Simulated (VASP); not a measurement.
SnTe:

```
CELL_PARAMETERS angstrom
0.00000 3.15085 3.15085
3.15085 0.00000 3.15085
3.15085 3.15085 0.00000
ATOMIC_POSITIONS crystal
Sn 0.00000 0.00000 0.00000
Te 0.50000 0.50000 0.50000
```

```yaml
Program: VASP 6.6.1
Task: relaxation of cell and atoms
Functional: PBE
Potentials_or_basis: VASP PAW PBE potentials, release 64 (Sn_d, Te)
Cutoff: 600 eV
k_mesh: 6 × 6 × 6
Occupations: fermi-dirac, width 0.02 eV
Spin: no spin polarisation
```

At the start: pressure 2.2 GPa; volume 31.28 Å³/atom.

Task: Where does the relaxation end?

Result: Over 3 steps the energy falls by 11.0 meV/atom and the volume is 32.96 Å³/atom (+5.4 %); space group Fm-3m (No. 225, to 0.1 Å) before and after.

The path:
```
step  energy change (eV)  largest force (eV/Å)  pressure (GPa)  volume (Å³)
   1              0.0000                0.0000            2.20        62.56
   2             -0.0213                0.0000           -0.32        66.53
   3             -0.0220                0.0000           -0.01        65.92
```

Final structure:
```
Sn Te
1.0
     0.00000    3.20630    3.20630
     3.20630    0.00000    3.20630
     3.20630    3.20630    0.00000
Sn Te
1 1
Direct
  0.00000 0.00000 0.00000
  0.50000 0.50000 0.50000
```
